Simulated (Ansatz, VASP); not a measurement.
# AlN: VASP beside Ansatz

The input INCAR:

```
ALGO = Normal
EDIFF = 1E-6
ENCUT = 520
GGA = PS
ISIF = 2
ISMEAR = 0
LASPH = True
LCHARG = False
LREAL = False
LWAVE = False
NBANDS = 16
NELM = 60
PREC = Accurate
SIGMA = 0.05
```

The input KPOINTS:

```
k-points
0
Gamma
  9 9 6
```

The input POSCAR:

```
AlN
1.0
    3.2421000000      0.0000000000      0.0000000000
   -1.6210500000      2.8077409616      0.0000000000
    0.0000000000      0.0000000000      4.3069000000
Al N
2 2
Direct
    0.3333333333      0.6666666667      0.7500000000
    0.6666666667      0.3333333333      0.2500000000
    0.3333333333      0.6666666667      0.2500000000
    0.6666666667      0.3333333333      0.7500000000
```

Input for Ansatz:

```yaml
crystal:
  lattice:
    - [3.2421, 0.0, 0.0]
    - [-1.62105, 2.8077409616, 0.0]
    - [0.0, 0.0, 4.3069]
  atoms:
    - { symbol: Al, position: [0.3333333333, 0.6666666667, 0.75] }
    - { symbol: Al, position: [0.6666666667, 0.3333333333, 0.25] }
    - { symbol: "N", position: [0.3333333333, 0.6666666667, 0.25] }
    - { symbol: "N", position: [0.6666666667, 0.3333333333, 0.75] }
basis:
  ecutwfc: 520.0
kpoints:
  mp_grid: { grid: [9, 9, 6] }
hamiltonian:
  xc: pbesol
scf:
  occupations: { method: gaussian, width: 0.05 }
output:
  forces: true
  stress: true
  eigenvalues: true
```

Alike in both runs: task single point; functional PBEsol; k mesh 9 × 9 × 6; occupations gaussian, width 0.05 eV; no spin polarisation.

|  | VASP | Ansatz |
| --- | --- | --- |
| version | VASP 6.6.1 | Ansatz 0.2.0 |
| potentials or method | VASP PAW PBE potentials, release 64 (Al, N), cutoff 520 eV | scalar-relativistic, plane waves, PAW |
| valence electrons in the cell | 16 | 16 |

VASP gave:

- gap on the k mesh at the Fermi level (eV): 3.18
- least direct gap on the mesh (eV): 3.18
- pressure (GPa): 1.9
- traceless stress, the component that is largest in VASP (GPa): -7.40

Q: Estimate Ansatz's values.

A: gap on the k mesh at the Fermi level (eV): 3.17; least direct gap on the mesh (eV): 3.17; pressure (GPa): 1.9; traceless stress, the component that is largest in VASP (GPa): -7.32.

VASP's potentials were made for PBE, not for PBEsol.
